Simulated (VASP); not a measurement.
Ir, 1 atom in the cell. The structure is cubic, space group Fm-3m (No. 225). Conventional cell: a = 3.871 Å, b = 3.871 Å, c = 3.871 Å, α = 90.00°, β = 90.00°, γ = 90.00°. Ir (site symmetry m-3m) has 12 Ir at 2.74 Å within 3.6 Å. 

* Program: VASP 6.6.1
* Task: single point
* Functional: PBE
* Potentials or basis: VASP PAW PBE potentials, release 64 (Ir)
* Cutoff: 520 eV
* k mesh: 18 × 18 × 18
* Occupations: gaussian, width 0.1 eV
* Spin: no spin polarisation
* Dipole correction: no
* Further INCAR settings: ALGO = Normal; EDIFF = 1e-06; NBANDS = 10

Potentials or basis: VASP PAW PBE potentials, release 64 (Ir).

The run is started by

```sh
$ cat potpaw_PBE.64/Ir/POTCAR > POTCAR
$ mpirun -np 1 vasp_std > vasp.out
```

Hardware: 1 thread of AMD EPYC 7R13, on a shared host.

Problem. Estimate the wall time of this run.

Solution. Run time: 38 s on 1 thread of AMD EPYC 7R13, on a shared host, peak memory 0.12 GiB. Counts: scf iterations 11, k points 195.
